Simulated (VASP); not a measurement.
# Ti (P6_3/mmc) in VASP: settings compared

Aim: see how the results for Ti move with the level of theory and the settings. Levels: r2SCAN, PBEsol. Tasks: single point, relaxation of cell and atoms.

All numbers are computed with VASP 6.6.1; they aren't measurements. Logs are shortened: lines on timing, memory, paths and dates and some standing lists are left out, and cuts for length are marked.

**1. The cell of the first run**

Symmetry: P6_3/mmc, No. 194, hexagonal system. The conventional cell has a = 2.910 Å, b = 2.910 Å, c = 4.617 Å, α = 90.00°, β = 90.00°, γ = 120.00°. Ti (site symmetry -6m2) has 12 Ti at 2.86 to 2.91 Å within 3.8 Å.

**2. Single point, r2SCAN**

POSCAR

```
Ti
1.0
    2.9101302477      0.0000000000      0.0000000000
   -1.4550651239      2.5202467229      0.0000000000
    0.0000000000      0.0000000000      4.6167490031
Ti
2
Direct
    0.6666666667      0.3333333333      0.7500000000
    0.3333333333      0.6666666667      0.2500000000
```

INCAR.step1

```
ALGO = Normal ; EDIFF = 1E-4
ENCUT = 520 ; GGA = PE
ISMEAR = -1 ; LASPH = T
LCHARG = F ; LREAL = F
LWAVE = T ; NBANDS = 19
NELM = 100 ; PREC = Accurate
SIGMA = 0.05
```

INCAR.step2

```
ALGO = Normal ; EDIFF = 1E-6
ENCUT = 520 ; ISIF = 2
ISMEAR = -1 ; ISTART = 1
LASPH = T ; LCHARG = T
LELF = T ; LMIXTAU = T
LREAL = F ; LVHAR = T
LWAVE = F ; METAGGA = R2SCAN
NBANDS = 19 ; NELM = 100
PREC = Accurate ; SIGMA = 0.05
```

KPOINTS

```
k-points
0
Gamma
  10 10 6
```

Potentials or basis: VASP PAW PBE potentials, release 64 (Ti_sv).

On the command line:

```bash
$ cat potpaw_PBE.64/Ti_sv/POTCAR > POTCAR
$ cp INCAR.step1 INCAR
$ mpirun -np 1 vasp_std > vasp.out
$ cp INCAR.step2 INCAR
$ mpirun -np 1 vasp_std > vasp.out
```

OUTCAR:

```text
EDIFF = 1E-6
   ENCUT = 520
   ISIF = 2
   ISMEAR = -1
   ISTART = 1
   LASPH = T
   LREAL = F
   METAGGA = R2SCAN
   NELM = 100
   PREC = Accurate

 ion  position               nearest neighbor table
   1  0.667  0.333  0.750-   2 2.86   2 2.86   2 2.86   2 2.86   2 2.86   2 2.86
   2  0.333  0.667  0.250-   1 2.86   1 2.86   1 2.86   1 2.86   1 2.86   1 2.86

  LATTYP: Found a hexagonal cell.
 ALAT       =     2.9101302477
 C/A-ratio  =     1.5864406780

  Lattice vectors:

 A1 = (   2.9101302477,   0.0000000000,   0.0000000000)
 A2 = (  -1.4550651239,   2.5202467229,   0.0000000000)
 A3 = (   0.0000000000,   0.0000000000,   4.6167490031)

Analysis of symmetry for initial positions (statically):
=====================================================================
 Subroutine PRICEL returns:
 Original cell was already a primitive cell.

 Routine SETGRP: Setting up the symmetry group for a
 hexagonal supercell.

 Subroutine GETGRP returns: Found 24 space group operations
 (whereof 12 operations were pure point group operations)
 out of a pool of 24 trial point group operations.

The static configuration has the point symmetry D_3d.
 The point group associated with its full space group is D_6h.

Analysis of symmetry for dynamics (positions and initial velocities):
=====================================================================
 Subroutine PRICEL returns:
 Original cell was already a primitive cell.

 Routine SETGRP: Setting up the symmetry group for a
 hexagonal supercell.

 Subroutine GETGRP returns: Found 24 space group operations
 (whereof 12 operations were pure point group operations)
 out of a pool of 24 trial point group operations.

The dynamic configuration has the point symmetry D_3d.
 The point group associated with its full space group is D_6h.

 Subroutine INISYM returns: Found 24 space group operations
 (whereof 12 operations are pure point group operations),
 and found     1 'primitive' translations

----------------------------------------------------------------------------------------

                                     Primitive cell

  volume of cell :      33.8604

  direct lattice vectors                    reciprocal lattice vectors
     2.910130248  0.000000000  0.000000000     0.343627231  0.198393275  0.000000000
    -1.455065124  2.520246723  0.000000000     0.000000000  0.396786549  0.000000000
     0.000000000  0.000000000  4.616749003     0.000000000  0.000000000  0.216602635

  length of vectors
     2.910130248  2.910130248  4.616749003     0.396786549  0.396786549  0.216602635

  position of ions in fractional coordinates (direct lattice)
     0.666666667  0.333333333  0.750000000
     0.333333333  0.666666667  0.250000000

  ion indices of the primitive-cell ions
   primitive index   ion index
                 1           1
                 2           2

----------------------------------------------------------------------------------------

 KPOINTS: k-points

Automatic generation of k-mesh.
 Grid dimensions read from file:
 generate k-points for:   10   10    6

 Generating k-lattice:

  Cartesian coordinates                     Fractional coordinates (reciprocal lattice)
     0.034362723  0.019839327  0.000000000     0.100000000  0.000000000  0.000000000
     0.000000000  0.039678655  0.000000000     0.000000000  0.100000000  0.000000000
     0.000000000  0.000000000  0.036100439     0.000000000  0.000000000  0.166666667

  Length of vectors
     0.039678655  0.039678655  0.036100439

  Shift w.r.t. Gamma in fractional coordinates (k-lattice)
     0.000000000  0.000000000  0.000000000

 Subroutine IBZKPT returns following result:
 ===========================================

 Found     56 irreducible k-points:

 Following reciprocal coordinates:
            Coordinates               Weight
  0.000000  0.000000  0.000000      1.000000
  0.100000  0.000000  0.000000      6.000000
  0.200000  0.000000  0.000000      6.000000
  0.300000  0.000000  0.000000      6.000000
  0.400000  0.000000  0.000000      6.000000
  0.500000  0.000000  0.000000      3.000000
[... 16 lines left out ...]
  0.300000  0.100000  0.166667     24.000000
  0.400000  0.100000  0.166667     24.000000
 [... further k-points ...]
   k-points           NKPTS =     56   k-points in BZ     NKDIM =     56   number of bands    NBANDS=     19
   number of dos      NEDOS =    301   number of ions     NIONS =      2
   total plane-waves  NPLWV =  20736
   dimension x,y,z NGX =    24 NGY =   24 NGZ =   36
   dimension x,y,z NGXF=    48 NGYF=   48 NGZF=   72
   ions per type =               2
   NGX,Y,Z   is equivalent  to a cutoff of  13.71, 13.71, 12.96 a.u.
   NGXF,Y,Z  is equivalent  to a cutoff of  27.42, 27.42, 25.93 a.u.
 SYSTEM =  unknown system
   PREC   = accura    normal or accurate (medium, high low for compatibility)
   ISTART =      1    job   : 0-new  1-cont  2-samecut
   ICHARG =      0    charge: 1-file 2-atom 10-const
   ISPIN  =      1    spin polarized calculation?
   LNONCOLLINEAR =      F non collinear calculations
   LSORBIT =      F    spin-orbit coupling
   LASPH  =      T    aspherical Exc in radial PAW
   ENCUT  =  520.0 eV  38.22 Ry    6.18 a.u.   5.41  5.41  8.58*2*pi/ulx,y,z
   NELM   =    100;   NELMIN=  2; NELMDL=  0     # of ELM steps
   EDIFF  = 0.1E-05   stopping-criterion for ELM
   LREAL  =      F    real-space projection
   EDIFFG = 0.1E-04   stopping-criterion for IOM
   NSW    =      0    number of steps for IOM
   IBRION =     -1    ionic relax: 0-MD 1-quasi-New 2-CG
   NFREE  =      0    steps in history (QN), initial steepest desc. (CG)
   ISIF   =      2    stress and relaxation
   ISYM   =      2    0-nonsym 1-usesym 2-fastsym
   POTIM  = 0.5000    time-step for ionic-motion
   TEBEG  =    0.0;   TEEND  =   0.0 temperature during run
   PSTRESS=    0.0 pullay stress
   NELECT =      24.0000    total number of electrons
   NUPDOWN=      -1.0000    fix difference up-down
   EMIN   =  10.00;   EMAX   =-10.00  energy-range for DOS
   EFERMI =   0.00;   METHOD = LEGACY
   ISMEAR =    -1;   SIGMA  =   0.05  broadening in eV -4-tet -1-fermi 0-gaus
   EFERMI_NEDOS =   21; number of points for ismear=-14 and -15
   IALGO  =     38    algorithm
   IMIX   =      4    mixing-type and parameters
     AMIX     =   0.40;   BMIX     =  1.00
     AMIX_MAG =   1.60;   BMIX_MAG =  1.00
  volume/ion in A,a.u.               =      16.93       114.25
  Fermi-wavevector in a.u.,A,eV,Ry     =   1.459648  2.758334 28.988177  2.130571
  Thomas-Fermi vector in A             =   2.576190
   LORBIT       =      0    0 simple, 1 ext, 2 COOP (PROOUT), +10 PAW based schemes
   METAGGA = R2SCAN    functional components
   LHFCALC =     F    Hartree Fock is set to
   AEXX    =    0.0000 exact exchange contribution
   IVDW    =     0    specifies the selected vdW correction
   LEPSILON=     F    determine dielectric tensor
   LRPA    =     F    only Hartree local field effects (RPA)
 non-spin polarized calculation
  energy-cutoff  :      520.00
  volume of cell :       33.86
 maximum number of plane-waves:       935
 NGX is ok and might be reduce to    24
   NGX = 11   NGY = 11   NGZ = 17

 number of electron      23.9999999 magnetization

 Free energy of the ion-electron system (eV)
  ---------------------------------------------------
  ext. energy  EPLUGINS =         0.00000000
  ---------------------------------------------------
  free energy    TOTEN  =       -25.89820891 eV

  energy without entropy =      -25.88279305  energy(sigma->0) =      -25.89050098

 E-fermi :   8.6576     XC(G=0): -12.5285

 val. band max:        8.6539064060   @ k =   0.3000   0.3000   0.3333
 cond. band min:       8.6691076148   @ k =   0.1000   0.1000   0.1667
 fundamental gap:      0.0152012088
 Fermi energy:         8.6576192790

 k-point     1 :       0.0000    0.0000    0.0000
  band No.  band energies     occupation
      1     -50.5183      2.00000
      2     -50.3603      2.00000
      3     -26.1090      2.00000
      4     -25.3881      2.00000
      5     -25.3881      2.00000
      6     -25.3118      2.00000
[... 11 lines left out ...]
     18      10.5583      0.00000
     19      12.1607      0.00000

 k-point     2 :       0.1000    0.0000    0.0000
  band No.  band energies     occupation
      1     -50.5070      2.00000
      2     -50.3557      2.00000
      3     -26.0841      2.00000
      4     -25.4389      2.00000
      5     -25.4049      2.00000
      6     -25.3310      2.00000
[... 11 lines left out ...]
     18      10.3922      0.00000
     19      12.2477      0.00000

 k-point     3 :       0.2000    0.0000    0.0000
  band No.  band energies     occupation
      1     -50.4763      2.00000
      2     -50.3447      2.00000
      3     -26.0148      2.00000
      4     -25.5733      2.00000
      5     -25.4645      2.00000
      6     -25.4469      2.00000
[... 11 lines left out ...]
     18      10.8117      0.00000
     19      12.4066      0.00000

 k-point     4 :       0.3000    0.0000    0.0000
  band No.  band energies     occupation
      1     -50.4355      2.00000
      2     -50.3335      2.00000
      3     -25.9158      2.00000
      4     -25.7415      2.00000
      5     -25.6219      2.00000
      6     -25.4962      2.00000
[... 11 lines left out ...]
     18      11.5302      0.00000
     19      12.5292      0.00000

 k-point     5 :       0.4000    0.0000    0.0000
  band No.  band energies     occupation
      1     -50.3980      2.00000
      2     -50.3289      2.00000
      3     -25.8783      2.00000
      4     -25.8134      2.00000
      5     -25.7443      2.00000
      6     -25.5347      2.00000
[... 11 lines left out ...]
     18      12.2781      0.00000
     19      12.5946      0.00000
[... 334 lines left out ...]
      2     -50.3573      2.00000
      3     -25.9994      2.00000
      4     -25.5041      2.00000
      5     -25.4911      2.00000
      6     -25.4205      2.00000
[... 11 lines left out ...]
     18      10.8343      0.00000
     19      12.3008      0.00000

 k-point    22 :       0.2000    0.1000    0.1667
  band No.  band energies     occupation
      1     -50.4426      2.00000
      2     -50.3446      2.00000
      3     -25.9395      2.00000
      4     -25.6450      2.00000
      5     -25.6032      2.00000
      6     -25.4755      2.00000
[... 11 lines left out ...]
     18      11.3830      0.00000
     19      12.3790      0.00000

 k-point    23 :       0.3000    0.1000    0.1667
  band No.  band energies     occupation
      1     -50.4050      2.00000
      2     -50.3350      2.00000
      3     -25.9084      2.00000
      4     -25.7688      2.00000
      5     -25.6874      2.00000
      6     -25.5307      2.00000
[... 11 lines left out ...]
     18      12.0022      0.00000
     19      12.5780      0.00000

 k-point    24 :       0.4000    0.1000    0.1667
  band No.  band energies     occupation
      1     -50.3777      2.00000
      2     -50.3330      2.00000
      3     -25.9482      2.00000
      4     -25.8210      2.00000
      5     -25.6916      2.00000
      6     -25.5559      2.00000
[... 11 lines left out ...]
     18      12.4057      0.00000
     19      13.1456      0.00000

 [... further k-points ...]

------------------------ aborting loop because EDIFF is reached ----------------------------------------

  FORCE on cell =-STRESS in cart. coord.  units (eV):
  Direction    XX          YY          ZZ          XY          YZ          ZX
  --------------------------------------------------------------------------------------
  -------------------------------------------------------------------------------------
  Total        0.7093743      0.7093743      0.5706730     -0.0000000     -0.0000000      0.0000000
  in kB       33.5655912     33.5655912     27.0026378     -0.0000000     -0.0000000      0.0000000
  external PRESSURE =      31.3779401 kB  Pullay stress =       0.0000000 kB

 VOLUME and BASIS-vectors are now :
 -----------------------------------------------------------------------------
  energy-cutoff  :      520.00
  volume of cell :       33.86
      direct lattice vectors                 reciprocal lattice vectors
     2.910130248  0.000000000  0.000000000     0.343627231  0.198393275  0.000000000
    -1.455065124  2.520246723  0.000000000     0.000000000  0.396786549  0.000000000
     0.000000000  0.000000000  4.616749003     0.000000000  0.000000000  0.216602635

 POSITION                                       TOTAL-FORCE (eV/Angst)
 -----------------------------------------------------------------------------------
      1.45507      0.84008      3.46256        -0.000000      0.000000      0.000000
     -0.00000      1.68016      1.15419         0.000000      0.000000      0.000000
 -----------------------------------------------------------------------------------
    total drift:                               -0.000000      0.000000     -0.000000

  FREE ENERGIE OF THE ION-ELECTRON SYSTEM (eV)
  ---------------------------------------------------
  free  energy   TOTEN  =       -25.8982089055 eV

  energy  without entropy=      -25.8827930468  energy(sigma->0) =      -25.89050098
```

It took 2.7 min on 1 thread of Intel Xeon 8259CL, shared host; peak memory 0.18 GiB.

Results:

| Property | Result |
| --- | --- |
| Free energy | -25.8982 eV |
| Pressure | 3.1 GPa |
| Band gap on the k mesh | zero (bands 12 and 13 overlap by 1.22 eV) |

Stress tensor (GPa, compression positive):
```
3.36 0.00 0.00
0.00 3.36 0.00
0.00 0.00 2.70
```

Caveat: the cell stands under pressure; the PAW data sets were made with another functional, which shifts forces and pressure a little.

**3. Single point, r2SCAN**

This run uses another cell than the first one, of 17.64 Å³/atom.

POSCAR

```
Ti
1.0
    2.9500000000      0.0000000000      0.0000000000
   -1.4750000000      2.5547749412      0.0000000000
    0.0000000000      0.0000000000      4.6800000000
Ti
2
Direct
    0.6666666667      0.3333333333      0.7500000000
    0.3333333333      0.6666666667      0.2500000000
```

INCAR.step1

```
ALGO = Normal
EDIFF = 1E-4
ENCUT = 520
GGA = PE
ISMEAR = -1
LASPH = True
LCHARG = False
LREAL = False
LWAVE = True
NBANDS = 19
NELM = 100
PREC = Accurate
SIGMA = 0.05
```

INCAR.step2

```
ALGO = Normal
EDIFF = 1E-7
ENCUT = 520
ISIF = 2
ISMEAR = -1
ISTART = 1
LASPH = True
LCHARG = False
LMIXTAU = True
LREAL = False
LWAVE = False
METAGGA = R2SCAN
NBANDS = 19
NELM = 100
PREC = Accurate
SIGMA = 0.05
```

KPOINTS is that of step 2.

Potentials or basis: VASP PAW PBE potentials, release 64 (Ti_sv).

On the command line:

```bash
$ cat potpaw_PBE.64/Ti_sv/POTCAR > POTCAR
$ cp INCAR.step1 INCAR
$ mpirun -np 1 vasp_std > vasp.out
$ cp INCAR.step2 INCAR
$ mpirun -np 1 vasp_std > vasp.out
```

Wall time 3.2 min (1 thread of Intel Xeon 8259CL, shared host); peak memory 0.18 GiB.

It converged, with:

* Free energy: -25.9047 eV
* Pressure: -1.7 GPa
* Band gap on the k mesh: zero (bands 12 and 13 overlap by 1.21 eV)

Stress tensor (GPa, compression positive):
```
-1.54  0.00  0.00
 0.00 -1.54  0.00
 0.00  0.00 -2.14
```

Levels at points of the mesh, in eV from the Fermi level:
| k point | band 9 | band 10 | band 11 | band 12 | band 13 | band 14 | band 15 | band 16 |
| --- | --- | --- | --- | --- | --- | --- | --- | --- |
| (0.00, 0.00, 0.00) | -6.57 | -2.82 | 0.51 | 0.87 | 0.87 | 0.95 | 1.38 | 1.38 |
| (0.50, 0.00, 0.00) | -2.49 | -2.23 | -1.89 | -0.84 | 0.63 | 0.69 | 1.24 | 3.49 |
| (0.00, 0.00, 0.50) | -4.66 | -4.66 | 0.07 | 0.07 | 0.79 | 0.79 | 0.79 | 0.79 |
| (0.50, 0.00, 0.50) | -2.63 | -2.63 | -0.85 | -0.85 | 1.21 | 1.21 | 1.89 | 1.89 |

Caveat: the PAW data sets were made with another functional, which shifts forces and pressure a little.

**4. Single point, r2SCAN**

This run uses another cell than the first one, of 18.34 Å³/atom.

POSCAR

```
Ti
1.0
    2.9888202413      0.0000000000      0.0000000000
   -1.4944101206      2.5883942563      0.0000000000
    0.0000000000      0.0000000000      4.7415860099
Ti
2
Direct
    0.6666666667      0.3333333333      0.7500000000
    0.3333333333      0.6666666667      0.2500000000
```

INCAR.step1

```
SYSTEM = Ti
  ALGO = Normal
  EDIFF = 1E-4
  ENCUT = 520
  GGA = PE
  ISMEAR = -1
  LASPH = .TRUE.
  LCHARG = .FALSE.
  LREAL = .FALSE.
  LWAVE = .TRUE.
  NBANDS = 19
  NELM = 80
  PREC = Accurate
  SIGMA = 0.05
```

INCAR.step2

```
SYSTEM = Ti
  ALGO = Normal
  EDIFF = 1E-6
  ENCUT = 520
  ISIF = 2
  ISMEAR = -1
  ISTART = 1
  LASPH = .TRUE.
  LCHARG = .FALSE.
  LMIXTAU = .TRUE.
  LREAL = .FALSE.
  LWAVE = .FALSE.
  METAGGA = R2SCAN
  NBANDS = 19
  NELM = 80
  PREC = Accurate
  SIGMA = 0.05
```

KPOINTS

```
k-points
0
G
  10 10 6
  0 0 0
```

On the command line:

```bash
$ cat potpaw_PBE.64/Ti_sv/POTCAR > POTCAR
$ cp INCAR.step1 INCAR
$ mpirun -np 1 vasp_std > vasp.out
$ cp INCAR.step2 INCAR
$ mpirun -np 1 vasp_std > vasp.out
```

It took 2.5 min on 1 thread of Intel Xeon 8259CL, shared host; peak memory 0.18 GiB.

It converged, with:

| Item | Value |
| --- | --- |
| Free energy | -25.8718 eV |
| Pressure | -5.8 GPa |
| Band gap on the k mesh | zero (bands 12 and 13 overlap by 1.19 eV) |

Stress tensor (GPa, compression positive):
```
-5.65  0.00  0.00
 0.00 -5.65  0.00
 0.00  0.00 -6.09
```

Levels at points of the mesh, in eV from the Fermi level:
```tsv
k point	band 10	band 11	band 12	band 13	band 14	band 15
(0.00, 0.00, 0.00)	-2.72	0.41	0.84	0.84	0.92	1.32
(0.50, 0.00, 0.00)	-2.12	-1.79	-0.87	0.62	0.65	1.18
(0.00, 0.00, 0.50)	-4.62	0.06	0.06	0.76	0.76	0.76
(0.50, 0.00, 0.50)	-2.53	-0.81	-0.81	1.11	1.11	1.81
```

Caveat: the cell stands under tension; the PAW data sets were made with another functional, which shifts forces and pressure a little.

(Part 1 of 2 ends here.)

The gap in the log of VASP goes by the Fermi energy; the results here count the filled bands.